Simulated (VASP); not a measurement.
Write the native input for VASP 6.6.1 that does the following.

```yaml
Task: single point
Functional: PBE
Potentials_or_basis: VASP PAW PBE potentials, release 64 (Si)
Cutoff: 520 eV
k_mesh: 22 × 22 × 22
Occupations: gaussian, width 0.1 eV
Spin: no spin polarisation
Dipole_correction: no
Further_INCAR_settings: ALGO = Normal; EDIFF = 1e-06; NBANDS = 8
```

The structure of Si lies in POSCAR:

```
Si
1.0
    1.3260251969     -2.2950398001      0.0000000000
    1.3260251969      2.2950398001      0.0000000000
    0.0000000000      0.0000000000      2.4798098001
Si
1
Direct
    0.5000000000      0.5000000000      0.5000000000
```

One way to write it, as run:

INCAR

```
ALGO = Normal ; EDIFF = 1E-6
ENCUT = 520 ; GGA = PE
ISIF = 2 ; ISMEAR = 0
LASPH = T ; LCHARG = F
LREAL = F ; LWAVE = F
NBANDS = 8 ; NELM = 60
PREC = Accurate ; SIGMA = 0.1
```

KPOINTS

```
k-points
0
Gamma
  22 22 22
```

Potentials or basis: VASP PAW PBE potentials, release 64 (Si).

Command:

```bash
$ cat potpaw_PBE.64/Si/POTCAR > POTCAR
$ mpirun -np 1 vasp_std > vasp.out
```

Results of the run:

```json
{"Pressure": "0.0 GPa", "Band gap on the k mesh": "zero (band 2 reaches 16.86 eV, above the bottom of band 3 at 5.28 eV)"}
```

Wall time 84 s on 1 thread of Intel(R) Xeon(R) Platinum 8488C (Sapphire Rapids) (shared host), peak memory 0.26 GiB.
